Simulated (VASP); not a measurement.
# Na3I2 (R-3c) in VASP: a series of runs

The runs below take Na3I2 through single point, relaxation of cell and atoms, with PBE.

Everything below comes from runs of VASP 6.6.1. Logs are shortened: lines on timing, memory, paths and dates and some standing lists are left out, and cuts for length are marked.

## (1) The cell of the first run

The structure is trigonal, space group R-3c (No. 167). Conventional cell: a = 8.110 Å, b = 8.110 Å, c = 22.539 Å, α = 90.00°, β = 90.00°, γ = 120.00°. Na (site symmetry 2) has 4 I at 3.21 to 3.34 Å and 12 Na at 4.34 to 4.86 Å within 4.9 Å. Within 4.2 Å of I (site symmetry 3) lie 6 Na at 3.21 to 3.34 Å.

## (2) Single point, PBE

INCAR

```
SYSTEM = Na3I2
PREC = Accurate ; ENCUT = 500
EDIFF = 1E-6 ; ISMEAR = 0
SIGMA = 0.1 ; LREAL = .False.
LASPH = .True. ; NELM = 120
ALGO = Normal ; ISIF = 2
LWAVE = .False. ; LCHARG = .False.
GGA = PE ; NBANDS = 46
GGA_COMPAT = .False.
```

KPOINTS

```
regular mesh
0
Gamma
  3 3 3
  0 0 0
```

POSCAR

```
Na3I2
1.0
    4.0548083001      2.3410446636      7.5131217619
   -4.0548083001      2.3410446636      7.5131217619
    0.0000000000     -4.6820893272      7.5131217618
Na I
6 4
Direct
    0.0588885022      0.4411114978      0.7500000000
    0.7500000000      0.0588885022      0.4411114978
    0.4411114978      0.7500000000      0.0588885022
    0.9411114978      0.5588885022      0.2500000000
    0.2500000000      0.9411114978      0.5588885022
    0.5588885022      0.2500000000      0.9411114978
    0.8479149153      0.8479149153      0.8479149153
    0.6520850847      0.6520850847      0.6520850847
    0.1520850847      0.1520850847      0.1520850847
    0.3479149153      0.3479149153      0.3479149153
```

Potentials or basis: VASP PAW PBE potentials, release 64 (Na_pv, I).

Run with:

```
$ cat potpaw_PBE.64/Na_pv/POTCAR potpaw_PBE.64/I/POTCAR > POTCAR
$ mpirun -np 1 vasp_std > vasp.out
```

OUTCAR:

```text
SYSTEM = Na3I2
   PREC = Accurate
   ENCUT = 500
   EDIFF = 1E-6
   ISMEAR = 0
   LREAL = .False.
   LASPH = .True.
   NELM = 120
   ISIF = 2
   GGA = PE

 ion  position               nearest neighbor table
   1  0.059  0.441  0.750-
   2  0.750  0.059  0.441-
   3  0.441  0.750  0.059-
   4  0.941  0.559  0.250-
   5  0.250  0.941  0.559-
   6  0.559  0.250  0.941-
   7  0.848  0.848  0.848-
   8  0.652  0.652  0.652-
   9  0.152  0.152  0.152-
  10  0.348  0.348  0.348-

  LATTYP: Found a trigonal (rhomboedric) cell.
 ALAT       =     8.8526244175
 COS(alpha) =     0.5804086071

  Lattice vectors:

 A1 = (   4.0548083001,   2.3410446636,   7.5131217619)
 A2 = (  -4.0548083001,   2.3410446636,   7.5131217619)
 A3 = (   0.0000000000,  -4.6820893272,   7.5131217618)

Analysis of symmetry for initial positions (statically):
=====================================================================
 Subroutine PRICEL returns:
 Original cell was already a primitive cell.

 Routine SETGRP: Setting up the symmetry group for a
 trigonal (rhombohedral) supercell.

 Subroutine GETGRP returns: Found 12 space group operations
 (whereof  6 operations were pure point group operations)
 out of a pool of 12 trial point group operations.

The static configuration has the point symmetry S_6 .
 The point group associated with its full space group is D_3d.

Analysis of symmetry for dynamics (positions and initial velocities):
=====================================================================
 Subroutine PRICEL returns:
 Original cell was already a primitive cell.

 Routine SETGRP: Setting up the symmetry group for a
 trigonal (rhombohedral) supercell.

 Subroutine GETGRP returns: Found 12 space group operations
 (whereof  6 operations were pure point group operations)
 out of a pool of 12 trial point group operations.

The dynamic configuration has the point symmetry S_6 .
 The point group associated with its full space group is D_3d.

 Subroutine INISYM returns: Found 12 space group operations
 (whereof  6 operations are pure point group operations),
 and found     1 'primitive' translations

----------------------------------------------------------------------------------------

                                     Primitive cell

  volume of cell :     427.9093

  direct lattice vectors                    reciprocal lattice vectors
     4.054808300  2.341044664  7.513121762     0.123310392  0.071193288  0.044366822
    -4.054808300  2.341044664  7.513121762    -0.123310392  0.071193288  0.044366822
     0.000000000 -4.682089327  7.513121762     0.000000000 -0.142386576  0.044366822

  length of vectors
     8.852624417  8.852624417  8.852624417     0.149138700  0.149138700  0.149138700

  position of ions in fractional coordinates (direct lattice)
     0.058888502  0.441111498  0.750000000
     0.750000000  0.058888502  0.441111498
     0.441111498  0.750000000  0.058888502
     0.941111498  0.558888502  0.250000000
     0.250000000  0.941111498  0.558888502
     0.558888502  0.250000000  0.941111498
     0.847914915  0.847914915  0.847914915
     0.652085085  0.652085085  0.652085085
     0.152085085  0.152085085  0.152085085
     0.347914915  0.347914915  0.347914915

  ion indices of the primitive-cell ions
   primitive index   ion index
                 1           1
                 2           2
                 3           3
                 4           4
                 5           5
                 6           6
                 7           7
                 8           8
                 9           9
                10          10

----------------------------------------------------------------------------------------

 KPOINTS: regular mesh

Automatic generation of k-mesh.
 Grid dimensions read from file:
 generate k-points for:    3    3    3

 Generating k-lattice:

  Cartesian coordinates                     Fractional coordinates (reciprocal lattice)
     0.041103464  0.023731096  0.014788941     0.333333333  0.000000000 -0.000000000
    -0.041103464  0.023731096  0.014788941     0.000000000  0.333333333 -0.000000000
     0.000000000 -0.047462192  0.014788941    -0.000000000 -0.000000000  0.333333333

  Length of vectors
     0.049712900  0.049712900  0.049712900

  Shift w.r.t. Gamma in fractional coordinates (k-lattice)
     0.000000000  0.000000000  0.000000000

 Subroutine IBZKPT returns following result:
 ===========================================

 Found      6 irreducible k-points:

 Following reciprocal coordinates:
            Coordinates               Weight
  0.000000  0.000000  0.000000      1.000000
  0.333333 -0.000000  0.000000      6.000000
  0.333333  0.333333  0.000000      6.000000
 -0.333333  0.333333  0.000000      6.000000
  0.333333  0.333333  0.333333      2.000000
 -0.333333  0.333333  0.333333      6.000000
   k-points           NKPTS =      6   k-points in BZ     NKDIM =      6   number of bands    NBANDS=     46
   number of dos      NEDOS =    301   number of ions     NIONS =     10
   total plane-waves  NPLWV = 343000
   dimension x,y,z NGX =    70 NGY =   70 NGZ =   70
   dimension x,y,z NGXF=   140 NGYF=  140 NGZF=  140
   ions per type =               6   4
   NGX,Y,Z   is equivalent  to a cutoff of  13.15, 13.15, 13.15 a.u.
   NGXF,Y,Z  is equivalent  to a cutoff of  26.29, 26.29, 26.29 a.u.
 SYSTEM =  Na3I2
   PREC   = accura    normal or accurate (medium, high low for compatibility)
   ISTART =      0    job   : 0-new  1-cont  2-samecut
   ICHARG =      2    charge: 1-file 2-atom 10-const
   ISPIN  =      1    spin polarized calculation?
   LNONCOLLINEAR =      F non collinear calculations
   LSORBIT =      F    spin-orbit coupling
   LASPH  =      T    aspherical Exc in radial PAW
   ENCUT  =  500.0 eV  36.75 Ry    6.06 a.u.  16.14 16.14 16.14*2*pi/ulx,y,z
   NELM   =    120;   NELMIN=  2; NELMDL= -5     # of ELM steps
   EDIFF  = 0.1E-05   stopping-criterion for ELM
   LREAL  =      F    real-space projection
   EDIFFG = 0.1E-04   stopping-criterion for IOM
   NSW    =      0    number of steps for IOM
   IBRION =     -1    ionic relax: 0-MD 1-quasi-New 2-CG
   NFREE  =      0    steps in history (QN), initial steepest desc. (CG)
   ISIF   =      2    stress and relaxation
   ISYM   =      2    0-nonsym 1-usesym 2-fastsym
   POTIM  = 0.5000    time-step for ionic-motion
   TEBEG  =    0.0;   TEEND  =   0.0 temperature during run
   PSTRESS=    0.0 pullay stress
   NELECT =      70.0000    total number of electrons
   NUPDOWN=      -1.0000    fix difference up-down
   EMIN   =  10.00;   EMAX   =-10.00  energy-range for DOS
   EFERMI =   0.00;   METHOD = LEGACY
   ISMEAR =     0;   SIGMA  =   0.10  broadening in eV -4-tet -1-fermi 0-gaus
   EFERMI_NEDOS =   21; number of points for ismear=-14 and -15
   IALGO  =     38    algorithm
   IMIX   =      4    mixing-type and parameters
     AMIX     =   0.40;   BMIX     =  1.00
     AMIX_MAG =   1.60;   BMIX_MAG =  1.00
  volume/ion in A,a.u.               =      42.79       288.77
  Fermi-wavevector in a.u.,A,eV,Ry     =   0.895345  1.691956 10.907004  0.801642
  Thomas-Fermi vector in A             =   2.017665
   LORBIT       =      0    0 simple, 1 ext, 2 COOP (PROOUT), +10 PAW based schemes
   GGA     = PE    functional components
   LHFCALC =     F    Hartree Fock is set to
   AEXX    =    0.0000 exact exchange contribution
   IVDW    =     0    specifies the selected vdW correction
   LEPSILON=     F    determine dielectric tensor
   LRPA    =     F    only Hartree local field effects (RPA)
 non-spin polarized calculation
 Gauss-broadening in eV      SIGMA  =   0.10
  energy-cutoff  :      500.00
  volume of cell :      427.91
 maximum number of plane-waves:     10923
 NGX is ok and might be reduce to    70
   NGX = 33   NGY = 33   NGZ = 33

 number of electron      70.0000017 magnetization

 Free energy of the ion-electron system (eV)
  ---------------------------------------------------
  ext. energy  EPLUGINS =         0.00000000
  ---------------------------------------------------
  free energy    TOTEN  =       -22.29319626 eV

  energy without entropy =      -22.28221159  energy(sigma->0) =      -22.28770393

 E-fermi :   2.8910     XC(G=0):  -6.6548

 val. band max:        2.7818131520   @ k =  -0.3333   0.3333   0.0000
 cond. band min:       2.9233860556   @ k =   0.3333   0.3333   0.3333
 fundamental gap:      0.1415729035
 Fermi energy:         2.8909667892

 k-point     1 :       0.0000    0.0000    0.0000
  band No.  band energies     occupation
      1     -23.4959      2.00000
      2     -23.4958      2.00000
      3     -23.4958      2.00000
      4     -23.4952      2.00000
      5     -23.4950      2.00000
      6     -23.4950      2.00000
[... 38 lines left out ...]
     45       5.7285      0.00000
     46       5.8927      0.00000

 k-point     2 :       0.3333   -0.0000    0.0000
  band No.  band energies     occupation
      1     -23.4961      2.00000
      2     -23.4959      2.00000
      3     -23.4954      2.00000
      4     -23.4953      2.00000
      5     -23.4951      2.00000
      6     -23.4950      2.00000
[... 38 lines left out ...]
     45       5.4981      0.00000
     46       5.6717      0.00000

 k-point     3 :       0.3333    0.3333    0.0000
  band No.  band energies     occupation
      1     -23.4960      2.00000
      2     -23.4957      2.00000
      3     -23.4955      2.00000
      4     -23.4954      2.00000
      5     -23.4952      2.00000
      6     -23.4949      2.00000
[... 38 lines left out ...]
     45       5.6499      0.00000
     46       5.7808      0.00000

 k-point     4 :      -0.3333    0.3333    0.0000
  band No.  band energies     occupation
      1     -23.4959      2.00000
      2     -23.4959      2.00000
      3     -23.4954      2.00000
      4     -23.4953      2.00000
      5     -23.4951      2.00000
      6     -23.4950      2.00000
[... 38 lines left out ...]
     45       5.4481      0.00000
     46       5.4924      0.00000

 k-point     5 :       0.3333    0.3333    0.3333
  band No.  band energies     occupation
      1     -23.4957      2.00000
      2     -23.4956      2.00000
      3     -23.4956      2.00000
      4     -23.4954      2.00000
      5     -23.4952      2.00000
      6     -23.4952      2.00000
[... 38 lines left out ...]
     45       4.9195      0.00000
     46       5.0150      0.00000

 k-point     6 :      -0.3333    0.3333    0.3333
  band No.  band energies     occupation
      1     -23.4959      2.00000
      2     -23.4958      2.00000
      3     -23.4955      2.00000
      4     -23.4953      2.00000
      5     -23.4952      2.00000
      6     -23.4951      2.00000
[... 38 lines left out ...]
     45       5.4654      0.00000
     46       5.4954      0.00000

------------------------ aborting loop because EDIFF is reached ----------------------------------------

  FORCE on cell =-STRESS in cart. coord.  units (eV):
  Direction    XX          YY          ZZ          XY          YZ          ZX
  --------------------------------------------------------------------------------------
  -------------------------------------------------------------------------------------
  Total        0.2999067      0.2999067      0.4904164      0.0000000      0.0000000      0.0000000
  in kB        1.1229104      1.1229104      1.8362164      0.0000000      0.0000000      0.0000000
  external PRESSURE =       1.3606790 kB  Pullay stress =       0.0000000 kB

 VOLUME and BASIS-vectors are now :
 -----------------------------------------------------------------------------
  energy-cutoff  :      500.00
  volume of cell :      427.91
      direct lattice vectors                 reciprocal lattice vectors
     4.054808300  2.341044664  7.513121762     0.123310392  0.071193288  0.044366822
    -4.054808300  2.341044664  7.513121762    -0.123310392  0.071193288  0.044366822
     0.000000000 -4.682089327  7.513121762     0.000000000 -0.142386576  0.044366822

 POSITION                                       TOTAL-FORCE (eV/Angst)
 -----------------------------------------------------------------------------------
     -1.54984     -2.34104      9.39140        -0.006275     -0.000000      0.000000
      2.80232     -0.17168      9.39140         0.003137     -0.005434     -0.000000
     -1.25248      2.51272      9.39140         0.003137      0.005434      0.000000
      1.54984      2.34104     13.14796         0.006275     -0.000000      0.000000
     -2.80232      0.17168     13.14796        -0.003137      0.005434      0.000000
      1.25248     -2.51272     13.14796        -0.003137     -0.005434     -0.000000
      0.00000      0.00000     19.11146         0.000000      0.000000     -0.005186
      0.00000      0.00000     14.69758         0.000000      0.000000      0.005186
      0.00000      0.00000      3.42790         0.000000      0.000000      0.005186
      0.00000      0.00000      7.84178         0.000000      0.000000     -0.005186
 -----------------------------------------------------------------------------------
    total drift:                                0.000000      0.000000     -0.000000

  FREE ENERGIE OF THE ION-ELECTRON SYSTEM (eV)
  ---------------------------------------------------
  free  energy   TOTEN  =       -22.2931962632 eV

  energy  without entropy=      -22.2822115926  energy(sigma->0) =      -22.28770393
```

It took 5.2 min on 1 thread of Oxide Virtual Turin-like, shared host; peak memory 0.65 GiB.

What came out:

* Free energy: -22.2932 eV
* Pressure: 0.1 GPa
* Largest force: 0.006 eV/Å
* Band gap on the k mesh: 0.14 eV (least direct gap 0.33 eV)

Forces on the atoms (eV/Å):
```
Na  -0.006  0.000  0.000
Na   0.003 -0.005  0.000
Na   0.003  0.005  0.000
Na   0.006  0.000  0.000
Na  -0.003  0.005  0.000
Na  -0.003 -0.005  0.000
I    0.000  0.000 -0.005
I    0.000  0.000  0.005
I    0.000  0.000  0.005
I    0.000  0.000 -0.005
```

Levels at points of the mesh, in eV from the valence-band top:
| k point | band 31 | band 32 | band 33 | band 34 | band 35 | band 36 | band 37 | band 38 | band 39 | band 40 |
| --- | --- | --- | --- | --- | --- | --- | --- | --- | --- | --- |
| (0.00, 0.00, 0.00) | -4.38 | -4.38 | -4.33 | -4.27 | -1.40 | 0.67 | 0.74 | 0.74 | 1.44 | 1.44 |

Caveat: spin-orbit coupling is left out, which moves the levels of the heavy elements.

(Part 1 of 2 ends here.)

The gap in the log of VASP goes by the Fermi energy; the results here count the filled bands.